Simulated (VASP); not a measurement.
# Rh in VASP: further runs

Rh is run at these levels: PBE; tasks: single point, relaxation of cell and atoms.

Program: VASP 6.6.1. These are calculated values, not measurements. Logs are shortened: lines on timing, memory, paths and dates and some standing lists are left out, and cuts for length are marked.

### Step 1. The cell of the first run

It takes space group Fm-3m (No. 225, cubic). The conventional cell has a = 3.830 Å, b = 3.830 Å, c = 3.830 Å, α = 90.00°, β = 90.00°, γ = 90.00°. Within 3.6 Å of Rh (site symmetry m-3m) lie 12 Rh at 2.71 Å.

### Step 2. Single point, PBE

INCAR reads:

```
PREC = Accurate ; ENCUT = 520
EDIFF = 1E-6 ; ISMEAR = 0
SIGMA = 0.1 ; LREAL = F
LASPH = T ; NELM = 100
ALGO = Fast ; ISIF = 2
LWAVE = F ; LCHARG = F
GGA = PE ; NBANDS = 14
```

KPOINTS reads:

```
Automatic mesh
0
Gamma
  24 24 24
```

POSCAR reads:

```
Rh
1.0
    0.0000000000      1.9148947547      1.9148947547
    1.9148947547      0.0000000000      1.9148947547
    1.9148947547      1.9148947547      0.0000000000
Rh
1
Direct
    0.0000000000      0.0000000000      0.0000000000
```

Potentials or basis: VASP PAW PBE potentials, release 64 (Rh_pv).

The run is started by

```bash
$ cat potpaw_PBE.64/Rh_pv/POTCAR > POTCAR
$ mpirun -np 1 vasp_std > vasp.out
```

OUTCAR:

```text
PREC = Accurate
   ENCUT = 520
   EDIFF = 1E-6
   ISMEAR = 0
   LREAL = F
   LASPH = T
   NELM = 100
   ISIF = 2
   GGA = PE

 ion  position               nearest neighbor table
   1  0.000  0.000  0.000-

  LATTYP: Found a face centered cubic cell.
 ALAT       =     3.8297895094

  Lattice vectors:

 A1 = (   0.0000000000,   1.9148947547,   1.9148947547)
 A2 = (   1.9148947547,   0.0000000000,   1.9148947547)
 A3 = (   1.9148947547,   1.9148947547,   0.0000000000)

Analysis of symmetry for initial positions (statically):
=====================================================================
 Subroutine PRICEL returns:
 Original cell was already a primitive cell.

 Routine SETGRP: Setting up the symmetry group for a
 face centered cubic supercell.

 Subroutine GETGRP returns: Found 48 space group operations
 (whereof 48 operations were pure point group operations)
 out of a pool of 48 trial point group operations.

The static configuration has the point symmetry O_h .

Analysis of symmetry for dynamics (positions and initial velocities):
=====================================================================
 Subroutine PRICEL returns:
 Original cell was already a primitive cell.

 Routine SETGRP: Setting up the symmetry group for a
 face centered cubic supercell.

 Subroutine GETGRP returns: Found 48 space group operations
 (whereof 48 operations were pure point group operations)
 out of a pool of 48 trial point group operations.

The dynamic configuration has the point symmetry O_h .

 Subroutine INISYM returns: Found 48 space group operations
 (whereof 48 operations are pure point group operations),
 and found     1 'primitive' translations

----------------------------------------------------------------------------------------

                                     Primitive cell

  volume of cell :      14.0432

  direct lattice vectors                    reciprocal lattice vectors
     0.000000000  1.914894755  1.914894755    -0.261110956  0.261110956  0.261110956
     1.914894755  0.000000000  1.914894755     0.261110956 -0.261110956  0.261110956
     1.914894755  1.914894755  0.000000000     0.261110956  0.261110956 -0.261110956

  length of vectors
     2.708070133  2.708070133  2.708070133     0.452257442  0.452257442  0.452257442

  position of ions in fractional coordinates (direct lattice)
     0.000000000  0.000000000  0.000000000

  ion indices of the primitive-cell ions
   primitive index   ion index
                 1           1

[... 74 lines left out ...]
   NSW    =      0    number of steps for IOM
   IBRION =     -1    ionic relax: 0-MD 1-quasi-New 2-CG
   NFREE  =      0    steps in history (QN), initial steepest desc. (CG)
   ISIF   =      2    stress and relaxation
   ISYM   =      2    0-nonsym 1-usesym 2-fastsym
   POTIM  = 0.5000    time-step for ionic-motion
   TEBEG  =    0.0;   TEEND  =   0.0 temperature during run
   PSTRESS=    0.0 pullay stress
   NELECT =      15.0000    total number of electrons
   NUPDOWN=      -1.0000    fix difference up-down
   EMIN   =  10.00;   EMAX   =-10.00  energy-range for DOS
   EFERMI =   0.00;   METHOD = LEGACY
   ISMEAR =     0;   SIGMA  =   0.10  broadening in eV -4-tet -1-fermi 0-gaus
   EFERMI_NEDOS =   21; number of points for ismear=-14 and -15
   IALGO  =     68    algorithm
   IMIX   =      4    mixing-type and parameters
     AMIX     =   0.40;   BMIX     =  1.00
     AMIX_MAG =   1.60;   BMIX_MAG =  1.00
  volume/ion in A,a.u.               =      14.04        94.77
  Fermi-wavevector in a.u.,A,eV,Ry     =   1.673466  3.162393 38.102979  2.800490
  Thomas-Fermi vector in A             =   2.758433
   LORBIT       =      0    0 simple, 1 ext, 2 COOP (PROOUT), +10 PAW based schemes
   GGA     = PE    functional components
   LHFCALC =     F    Hartree Fock is set to
   AEXX    =    0.0000 exact exchange contribution
   IVDW    =     0    specifies the selected vdW correction
   LEPSILON=     F    determine dielectric tensor
   LRPA    =     F    only Hartree local field effects (RPA)
 non-spin polarized calculation
 RMM-DIIS sequential band-by-band and
 Gauss-broadening in eV      SIGMA  =   0.10
  energy-cutoff  :      520.00
  volume of cell :       14.04
 maximum number of plane-waves:       391
   NGX =  9   NGY =  9   NGZ =  9

 number of electron      15.0000003 magnetization

 Free energy of the ion-electron system (eV)
  ---------------------------------------------------
  ext. energy  EPLUGINS =         0.00000000
  ---------------------------------------------------
  free energy    TOTEN  =        -7.26210583 eV

  energy without entropy =       -7.25603369  energy(sigma->0) =       -7.25906976

 E-fermi :  11.5134     XC(G=0): -13.8960

 val. band max:       11.5130745342   @ k =   0.3333   0.1250   0.0000
 cond. band min:      11.5137750982   @ k =   0.4167   0.0833   0.0417
 fundamental gap:      0.0007005641
 Fermi energy:        11.5134269388

 k-point     1 :       0.0000    0.0000    0.0000
  band No.  band energies     occupation
      1     -34.8294      2.00000
      2     -34.8294      2.00000
      3     -34.8294      2.00000
      4       3.7156      2.00000
      5       8.5379      2.00000
      6       8.5379      2.00000
      7       8.5379      2.00000
      8      10.5541      2.00000
      9      10.5541      2.00000
     10      27.5279      0.00000
     11      32.1034      0.00000
     12      32.8689      0.00000
     13      32.8689      0.00000
     14      32.8689      0.00000
[... 377 lines left out ...]
      1     -35.4857      2.00000
      2     -34.9263      2.00000
      3     -34.9260      2.00000
      4       5.6521      2.00000
      5       8.4444      2.00000
      6       8.5489      2.00000
      7      11.1166      2.00000
      8      12.0262      0.00000
      9      12.6213      0.00000
     10      20.5325      0.00000
     11      27.2443      0.00000
     12      32.1025      0.00000
     13      32.5792      0.00000
     14      32.8613      0.00000

 [... further k-points ...]
[... 5 lines left out ...]
  --------------------------------------------------------------------------------------
  -------------------------------------------------------------------------------------
  Total        0.0011303      0.0011303      0.0011303      0.0000000     -0.0000000      0.0000000
  in kB        0.1289551      0.1289551      0.1289551      0.0000000     -0.0000000      0.0000000
  external PRESSURE =       0.1289551 kB  Pullay stress =       0.0000000 kB

 VOLUME and BASIS-vectors are now :
 -----------------------------------------------------------------------------
  energy-cutoff  :      520.00
  volume of cell :       14.04
      direct lattice vectors                 reciprocal lattice vectors
     0.000000000  1.914894755  1.914894755    -0.261110956  0.261110956  0.261110956
     1.914894755  0.000000000  1.914894755     0.261110956 -0.261110956  0.261110956
     1.914894755  1.914894755  0.000000000     0.261110956  0.261110956 -0.261110956

 POSITION                                       TOTAL-FORCE (eV/Angst)
 -----------------------------------------------------------------------------------
      0.00000      0.00000      0.00000         0.000000      0.000000     -0.000000
 -----------------------------------------------------------------------------------
    total drift:                                0.000000     -0.000000      0.000000

  FREE ENERGIE OF THE ION-ELECTRON SYSTEM (eV)
  ---------------------------------------------------
  free  energy   TOTEN  =        -7.2621058331 eV

  energy  without entropy=       -7.2560336926  energy(sigma->0) =       -7.25906976
```

stdout:

```text
POSCAR found type information on POSCAR Rh
 POSCAR found :  1 types and       1 ions
 scaLAPACK will be used
 LDA part: xc-table for (Slater+PW92), standard interpolation
 POSCAR, INCAR and KPOINTS ok, starting setup
 FFT: planning ... GRIDC
 FFT: planning ... GRID_SOFT
 FFT: planning ... GRID
 WAVECAR not read
 entering main loop
WARNING in EDDRMM: call to ZHEGV failed, returncode =   8  4     13
```

Run time: 3.1 min. Hardware: 1 thread of Intel Xeon 8259CL, shared host; peak memory 0.18 GiB.

Results:

```
Free energy            : -7.2621 eV
Pressure               : 0.0 GPa
Band gap on the k mesh : zero (an odd number of electrons rules out a gap without spin polarisation)
```

(Part 1 of 2 ends here.)
